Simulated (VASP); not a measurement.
# Be (P6_3/mmc) in VASP: notebook

The runs below take Be through single point, with PBEsol, PBE.

All numbers are computed with VASP 6.6.1; they aren't measurements. Logs are shortened: lines on timing, memory, paths and dates and some standing lists are left out, and cuts for length are marked.

## (1) The cell of the first run

The structure is hexagonal, space group P6_3/mmc (No. 194). Conventional cell: a = 2.290 Å, b = 2.290 Å, c = 3.588 Å, α = 90.00°, β = 90.00°, γ = 120.00°. Within 2.9 Å of Be (site symmetry -6m2) lie 12 Be at 2.23 to 2.29 Å.

## (2) Single point, PBEsol

Input file INCAR:

```
SYSTEM = Be
PREC = Accurate ; ENCUT = 520
EDIFF = 1E-6 ; ISMEAR = 1
SIGMA = 0.1 ; LREAL = .FALSE.
LASPH = .TRUE. ; NELM = 60
ALGO = Normal ; ISIF = 2
LWAVE = .FALSE. ; LCHARG = .FALSE.
GGA = PS ; NBANDS = 9
```

Input file KPOINTS:

```
regular mesh
0
G
  40 40 22
  0 0 0
```

Input file POSCAR:

```
Be
1.0
    2.2900000000      0.0000000000      0.0000000000
   -1.1450000000      1.9831981750      0.0000000000
    0.0000000000      0.0000000000      3.5884300000
Be
2
Direct
    0.0000000000      0.0000000000      0.0000000000
    0.3333333333      0.6666666667      0.5000000000
```

Potentials or basis: VASP PAW PBE potentials, release 64 (Be).

On the command line:

```
cat potpaw_PBE.64/Be/POTCAR > POTCAR
mpirun -np 1 vasp_std > vasp.out
```

OUTCAR:

```text
SYSTEM = Be
   PREC = Accurate
   ENCUT = 520
   EDIFF = 1E-6
   ISMEAR = 1
   LREAL = .FALSE.
   LASPH = .TRUE.
   NELM = 60
   ISIF = 2
   GGA = PS

 ion  position               nearest neighbor table
   1  0.000  0.000  0.000-   2 2.23   2 2.23   2 2.23   2 2.23   2 2.23   2 2.23
   2  0.333  0.667  0.500-   1 2.23   1 2.23   1 2.23   1 2.23   1 2.23   1 2.23

  LATTYP: Found a hexagonal cell.
 ALAT       =     2.2900000000
 C/A-ratio  =     1.5670000000

  Lattice vectors:

 A1 = (   2.2900000000,   0.0000000000,   0.0000000000)
 A2 = (  -1.1450000000,   1.9831981750,   0.0000000000)
 A3 = (   0.0000000000,   0.0000000000,   3.5884300000)

Analysis of symmetry for initial positions (statically):
=====================================================================
 Subroutine PRICEL returns:
 Original cell was already a primitive cell.

 Routine SETGRP: Setting up the symmetry group for a
 hexagonal supercell.

 Subroutine GETGRP returns: Found 24 space group operations
 (whereof 12 operations were pure point group operations)
 out of a pool of 24 trial point group operations.

The static configuration has the point symmetry D_3h.
 The point group associated with its full space group is D_6h.

Analysis of symmetry for dynamics (positions and initial velocities):
=====================================================================
 Subroutine PRICEL returns:
 Original cell was already a primitive cell.

 Routine SETGRP: Setting up the symmetry group for a
 hexagonal supercell.

 Subroutine GETGRP returns: Found 24 space group operations
 (whereof 12 operations were pure point group operations)
 out of a pool of 24 trial point group operations.

The dynamic configuration has the point symmetry D_3h.
 The point group associated with its full space group is D_6h.

 Subroutine INISYM returns: Found 24 space group operations
 (whereof 12 operations are pure point group operations),
 and found     1 'primitive' translations

----------------------------------------------------------------------------------------

                                     Primitive cell

  volume of cell :      16.2969

  direct lattice vectors                    reciprocal lattice vectors
     2.290000000  0.000000000  0.000000000     0.436681223  0.252118021  0.000000000
    -1.145000000  1.983198175  0.000000000     0.000000000  0.504236043  0.000000000
     0.000000000  0.000000000  3.588430000     0.000000000  0.000000000  0.278673403

  length of vectors
     2.290000000  2.290000000  3.588430000     0.504236043  0.504236043  0.278673403

  position of ions in fractional coordinates (direct lattice)
     0.000000000  0.000000000  0.000000000
     0.333333333  0.666666667  0.500000000

  ion indices of the primitive-cell ions
   primitive index   ion index
                 1           1
                 2           2

----------------------------------------------------------------------------------------

 KPOINTS: regular mesh

Automatic generation of k-mesh.
 Grid dimensions read from file:
 generate k-points for:   40   40   22

 Generating k-lattice:

  Cartesian coordinates                     Fractional coordinates (reciprocal lattice)
     0.010917031  0.006302951  0.000000000     0.025000000  0.000000000  0.000000000
     0.000000000  0.012605901  0.000000000     0.000000000  0.025000000  0.000000000
     0.000000000  0.000000000  0.012666973     0.000000000  0.000000000  0.045454545

  Length of vectors
     0.012605901  0.012605901  0.012666973

  Shift w.r.t. Gamma in fractional coordinates (k-lattice)
     0.000000000  0.000000000  0.000000000

 Subroutine IBZKPT returns following result:
 ===========================================

 Found   1848 irreducible k-points:

 Following reciprocal coordinates:
            Coordinates               Weight
  0.000000  0.000000  0.000000      1.000000
  0.025000 -0.000000  0.000000      6.000000
  0.050000 -0.000000  0.000000      6.000000
  0.075000  0.000000  0.000000      6.000000
  0.100000  0.000000  0.000000      6.000000
  0.125000 -0.000000  0.000000      6.000000
[... 16 lines left out ...]
  0.050000  0.025000  0.000000     12.000000
  0.075000  0.025000  0.000000     12.000000
 [... further k-points ...]
   k-points           NKPTS =   1848   k-points in BZ     NKDIM =   1848   number of bands    NBANDS=      9
   number of dos      NEDOS =    301   number of ions     NIONS =      2
   total plane-waves  NPLWV =   9072
   dimension x,y,z NGX =    18 NGY =   18 NGZ =   28
   dimension x,y,z NGXF=    36 NGYF=   36 NGZF=   56
   ions per type =               2
   NGX,Y,Z   is equivalent  to a cutoff of  13.07, 13.07, 12.97 a.u.
   NGXF,Y,Z  is equivalent  to a cutoff of  26.13, 26.13, 25.94 a.u.
 SYSTEM =  Be
   PREC   = accura    normal or accurate (medium, high low for compatibility)
   ISTART =      0    job   : 0-new  1-cont  2-samecut
   ICHARG =      2    charge: 1-file 2-atom 10-const
   ISPIN  =      1    spin polarized calculation?
   LNONCOLLINEAR =      F non collinear calculations
   LSORBIT =      F    spin-orbit coupling
   LASPH  =      T    aspherical Exc in radial PAW
   ENCUT  =  520.0 eV  38.22 Ry    6.18 a.u.   4.26  4.26  6.67*2*pi/ulx,y,z
   NELM   =     60;   NELMIN=  2; NELMDL= -5     # of ELM steps
   EDIFF  = 0.1E-05   stopping-criterion for ELM
   LREAL  =      F    real-space projection
   EDIFFG = 0.1E-04   stopping-criterion for IOM
   NSW    =      0    number of steps for IOM
   IBRION =     -1    ionic relax: 0-MD 1-quasi-New 2-CG
   NFREE  =      0    steps in history (QN), initial steepest desc. (CG)
   ISIF   =      2    stress and relaxation
   ISYM   =      2    0-nonsym 1-usesym 2-fastsym
   POTIM  = 0.5000    time-step for ionic-motion
   TEBEG  =    0.0;   TEEND  =   0.0 temperature during run
   PSTRESS=    0.0 pullay stress
   NELECT =       4.0000    total number of electrons
   NUPDOWN=      -1.0000    fix difference up-down
   EMIN   =  10.00;   EMAX   =-10.00  energy-range for DOS
   EFERMI =   0.00;   METHOD = LEGACY
   ISMEAR =     1;   SIGMA  =   0.10  broadening in eV -4-tet -1-fermi 0-gaus
   EFERMI_NEDOS =   21; number of points for ismear=-14 and -15
   IALGO  =     38    algorithm
   IMIX   =      4    mixing-type and parameters
     AMIX     =   0.40;   BMIX     =  1.00
     AMIX_MAG =   1.60;   BMIX_MAG =  1.00
  volume/ion in A,a.u.               =       8.15        54.99
  Fermi-wavevector in a.u.,A,eV,Ry     =   1.025005  1.936979 14.294770  1.050636
  Thomas-Fermi vector in A             =   2.158823
   LORBIT       =      0    0 simple, 1 ext, 2 COOP (PROOUT), +10 PAW based schemes
   GGA     = PS    functional components
   LHFCALC =     F    Hartree Fock is set to
   AEXX    =    0.0000 exact exchange contribution
   IVDW    =     0    specifies the selected vdW correction
   LEPSILON=     F    determine dielectric tensor
   LRPA    =     F    only Hartree local field effects (RPA)
 non-spin polarized calculation
 Methfessel and Paxton  Order N= 1 SIGMA  =   0.10
  energy-cutoff  :      520.00
  volume of cell :       16.30
 maximum number of plane-waves:       458
 NGX is ok and might be reduce to    18
   NGX =  9   NGY =  9   NGZ = 13

 number of electron       4.0000000 magnetization

 Free energy of the ion-electron system (eV)
  ---------------------------------------------------
  ext. energy  EPLUGINS =         0.00000000
  ---------------------------------------------------
  free energy    TOTEN  =        -7.98953877 eV

  energy without entropy =       -7.98958658  energy(sigma->0) =       -7.98955471

 E-fermi :   6.8280     XC(G=0): -10.5093

 val. band max:        6.8220746489   @ k =   0.2000   0.2000   0.0000
 cond. band min:       6.8382166666   @ k =   0.3250   0.3000   0.4091
 fundamental gap:      0.0161420177
 Fermi energy:         6.8280039312

 k-point     1 :       0.0000    0.0000    0.0000
  band No.  band energies     occupation
      1      -4.4072      2.00000
      2       2.4640      2.00000
      3       7.8785     -0.00000
      4      22.2956      0.00000
      5      22.2956      0.00000
      6      25.1072      0.00000
      7      25.1072      0.00000
      8      27.2998      0.00000
      9      33.3071      0.00000

 k-point     2 :       0.0250   -0.0000    0.0000
  band No.  band energies     occupation
      1      -4.3895      2.00000
      2       2.4870      2.00000
      3       7.8840     -0.00000
      4      22.1420      0.00000
      5      22.1716      0.00000
      6      25.1110      0.00000
      7      25.1817      0.00000
      8      27.2662      0.00000
      9      32.8536      0.00000

 k-point     3 :       0.0500   -0.0000    0.0000
  band No.  band energies     occupation
      1      -4.3365      2.00000
      2       2.5560      2.00000
      3       7.9004     -0.00000
      4      21.7055      0.00000
      5      21.8457      0.00000
      6      25.1161      0.00000
      7      25.3556      0.00000
      8      27.1623      0.00000
      9      32.0581      0.00000

 k-point     4 :       0.0750    0.0000    0.0000
  band No.  band energies     occupation
      1      -4.2481      2.00000
      2       2.6709      2.00000
      3       7.9270     -0.00000
      4      21.0440      0.00000
      5      21.4011      0.00000
      6      25.1107      0.00000
      7      25.5385      0.00000
      8      26.9780      0.00000
      9      31.1646      0.00000
[... 205 lines left out ...]
 k-point    22 :       0.0250    0.0250    0.0000
  band No.  band energies     occupation
      1      -4.3542      2.00000
      2       2.5330      2.00000
      3       7.8950     -0.00000
      4      21.8739      0.00000
      5      21.9203      0.00000
      6      25.1199      0.00000
      7      25.3008      0.00000
      8      27.1975      0.00000
      9      32.3036      0.00000

 k-point    23 :       0.0500    0.0250    0.0000
  band No.  band energies     occupation
      1      -4.2835      2.00000
      2       2.6250      2.00000
      3       7.9165     -0.00000
      4      21.3561      0.00000
      5      21.5053      0.00000
      6      25.1282      0.00000
      7      25.4681      0.00000
      8      27.0538      0.00000
      9      31.5619      0.00000

 k-point    24 :       0.0750    0.0250    0.0000
  band No.  band energies     occupation
      1      -4.1774      2.00000
      2       2.7628      2.00000
      3       7.9476     -0.00000
      4      20.6235      0.00000
      5      21.0254      0.00000
      6      25.1186      0.00000
      7      25.6103      0.00000
      8      26.8224      0.00000
      9      30.7100      0.00000

 [... further k-points ...]

------------------------ aborting loop because EDIFF is reached ----------------------------------------

  FORCE on cell =-STRESS in cart. coord.  units (eV):
  Direction    XX          YY          ZZ          XY          YZ          ZX
  --------------------------------------------------------------------------------------
  -------------------------------------------------------------------------------------
  Total       -0.4784977     -0.4784977     -0.3134326      0.0000000      0.0000000     -0.0000000
  in kB      -47.0418446    -47.0418446    -30.8140444      0.0000000      0.0000000     -0.0000000
  external PRESSURE =     -41.6325778 kB  Pullay stress =       0.0000000 kB

 VOLUME and BASIS-vectors are now :
 -----------------------------------------------------------------------------
  energy-cutoff  :      520.00
  volume of cell :       16.30
      direct lattice vectors                 reciprocal lattice vectors
     2.290000000  0.000000000  0.000000000     0.436681223  0.252118021  0.000000000
    -1.145000000  1.983198175  0.000000000     0.000000000  0.504236043  0.000000000
     0.000000000  0.000000000  3.588430000     0.000000000  0.000000000  0.278673403

 POSITION                                       TOTAL-FORCE (eV/Angst)
 -----------------------------------------------------------------------------------
      0.00000      0.00000      0.00000        -0.000000      0.000000      0.000000
     -0.00000      1.32213      1.79421         0.000000     -0.000000      0.000000
 -----------------------------------------------------------------------------------
    total drift:                               -0.000000      0.000000      0.000000

  FREE ENERGIE OF THE ION-ELECTRON SYSTEM (eV)
  ---------------------------------------------------
  free  energy   TOTEN  =        -7.9895387745 eV

  energy  without entropy=       -7.9895865840  energy(sigma->0) =       -7.98955471
```

It took 67 s on 1 thread of Intel Xeon 6975P-C (Granite Rapids), shared host; peak memory 0.32 GiB.

Results:

- Free energy: -7.9895 eV
- Pressure: -4.2 GPa
- Band gap on the k mesh: zero (bands 2 and 3 overlap by 2.13 eV)

Stress tensor (GPa, compression positive):
```
-4.70  0.00  0.00
 0.00 -4.70  0.00
 0.00  0.00 -3.08
```

Caveat: the cell stands under tension; the PAW data sets were made with another functional, which shifts forces and pressure a little.

## (3) Single point, PBEsol

This run uses another cell than the first one, of 7.84 Å³/atom.

Input file INCAR:

```
ALGO = Normal
EDIFF = 1E-7
ENCUT = 520
GGA = PS
ISIF = 2
ISMEAR = 1
LASPH = True
LCHARG = False
LREAL = False
LWAVE = False
NBANDS = 9
NELM = 80
PREC = Accurate
SIGMA = 0.1
```

Input file KPOINTS:

```
k-points
0
Gamma
  41 41 23
```

Input file POSCAR:

```
Be
1.0
    2.2575068440      0.0000000000      0.0000000000
   -1.1287534220      1.9550582760      0.0000000000
    0.0000000000      0.0000000000      3.5512308670
Be
2
Direct
    0.0000000000      0.0000000000      0.0000000000
    0.3333333333      0.6666666667      0.5000000000
```

Potentials or basis: VASP PAW PBE potentials, release 64 (Be).

On the command line:

```
cat potpaw_PBE.64/Be/POTCAR > POTCAR
mpirun -np 1 vasp_std > vasp.out
```

It took 71 s on 1 thread of Intel Xeon 6975P-C (Granite Rapids), shared host; peak memory 0.32 GiB.

Results (log left out):

```
Free energy            : -7.9966 eV
Pressure               : 0.4 GPa
Band gap on the k mesh : zero (bands 2 and 3 overlap by 1.85 eV)
```

Stress tensor (GPa, compression positive):
```
0.23 0.00 0.00
0.00 0.23 0.00
0.00 0.00 0.73
```

Levels at points of the mesh, in eV from the Fermi level:
| k point | band 1 | band 2 | band 3 | band 4 | band 5 | band 6 | band 7 |
| --- | --- | --- | --- | --- | --- | --- | --- |
| (0.00, 0.00, 0.00) | -11.36 | -4.45 | 1.21 | 16.12 | 16.12 | 18.99 | 18.99 |

Caveat: the PAW data sets were made with another functional, which shifts forces and pressure a little.

## (4) Single point, PBEsol

This run uses another cell than the first one, of 7.84 Å³/atom.

Input file INCAR:

```
SYSTEM = Be
PREC = Accurate ; ENCUT = 520
EDIFF = 1E-7 ; ISMEAR = 1
SIGMA = 0.1 ; LREAL = .FALSE.
LASPH = .TRUE. ; NELM = 60
ALGO = Normal ; ISIF = 2
LWAVE = .FALSE. ; LCHARG = .FALSE.
GGA = PS ; NBANDS = 9
```

Input file KPOINTS:

```
Automatic mesh
0
G
  41 41 23
  0 0 0
```

POSCAR is that of step 3.

On the command line:

```
cat potpaw_PBE.64/Be/POTCAR > POTCAR
mpirun -np 1 vasp_std > vasp.out
```

It took 72 s on 1 thread of Intel Xeon 6975P-C (Granite Rapids), shared host; peak memory 0.32 GiB.

The run converged. Its results:

| Property | Result |
| --- | --- |
| Free energy | -7.9966 eV |
| Pressure | 0.4 GPa |
| Band gap on the k mesh | zero (bands 2 and 3 overlap by 1.85 eV) |

Stress tensor (GPa, compression positive):
```
0.23 0.00 0.00
0.00 0.23 0.00
0.00 0.00 0.73
```

Levels at points of the mesh, in eV from the Fermi level:
```
           k point  band 1  band 2  band 3  band 4  band 5
(0.00, 0.00, 0.00)  -11.36   -4.45    1.21   16.12   16.12
```

Caveat: the PAW data sets were made with another functional, which shifts forces and pressure a little.

## (5) Single point, PBE

This run uses another cell than the first one, of 7.91 Å³/atom.

Input file INCAR:

```
SYSTEM = Be
ALGO     = Normal         ! electronic algorithm
EDIFF    = 1E-6           ! SCF threshold, eV
ENCUT    = 520            ! plane-wave cutoff, eV
GGA      = PE             ! functional
ISIF     = 2              ! what is computed and relaxed
ISMEAR   = 1              ! smearing method
LASPH    = .TRUE.         ! aspherical terms in the spheres
LCHARG   = .TRUE.         ! write CHGCAR
LELF     = .TRUE.         ! ELF
LREAL    = .FALSE.        ! projectors in reciprocal space
LVHAR    = .TRUE.       
LWAVE    = .FALSE.        ! write WAVECAR
NBANDS   = 9              ! bands
NELM     = 60             ! most SCF steps
PREC     = Accurate       ! precision mode
SIGMA    = 0.1            ! smearing width, eV
```

Input file KPOINTS:

```
k-points
0
G
  41 41 23
  0 0 0
```

Input file POSCAR:

```
Be
1.0
    2.2652065270      0.0000000000      0.0000000000
   -1.1326032630      1.9617263970      0.0000000000
    0.0000000000      0.0000000000      3.5595516090
Be
2
Direct
    0.0000000000      0.0000000000      0.0000000000
    0.3333333333      0.6666666667      0.5000000000
```

On the command line:

```
cat potpaw_PBE.64/Be/POTCAR > POTCAR
mpirun -np 1 vasp_std > vasp.out
```

Wall time 74 s (1 thread of Intel Xeon 6975P-C (Granite Rapids), shared host); peak memory 0.32 GiB.

It converged, with:

```
Free energy            : -7.5343 eV
Pressure               : 0.2 GPa
Band gap on the k mesh : zero (bands 2 and 3 overlap by 1.85 eV)
```

Stress tensor (GPa, compression positive):
```
0.02 0.00 0.00
0.00 0.02 0.00
0.00 0.00 0.46
```

Levels at points of the mesh, in eV from the Fermi level:
| k point | band 1 | band 2 | band 3 | band 4 | band 5 | band 6 |
| --- | --- | --- | --- | --- | --- | --- |
| (0.00, 0.00, 0.00) | -11.33 | -4.40 | 1.17 | 15.97 | 15.97 | 18.83 |

## (6) Summary

```csv
level,cell,k mesh,gap on the mesh (eV),pressure (GPa)
PBEsol,"a = 2.290, b = 2.290, c = 3.588 Å, angles 90.0, 90.0, 120.0°, 2 atoms",40 × 40 × 22,none,-4.2
PBEsol,"a = 2.258, b = 2.258, c = 3.551 Å, angles 90.0, 90.0, 120.0°, 2 atoms",41 × 41 × 23,none,0.4
PBE,"a = 2.265, b = 2.265, c = 3.560 Å, angles 90.0, 90.0, 120.0°, 2 atoms",41 × 41 × 23,none,0.2
```

Alike in all rows: task single point; potentials or basis VASP PAW PBE potentials, release 64 (Be); no spin polarisation; cutoff (eV) 520; smearing methfessel-paxton 0.1 eV.

Caveats: the PAW data sets were made with another functional, which shifts forces and pressure a little (at least some runs); the cell stands under tension (at least some runs).

Total energies depend on the potentials used, so only differences within one code and one set of settings carry meaning.

The gap in the log of VASP goes by the Fermi energy; the results here count the filled bands.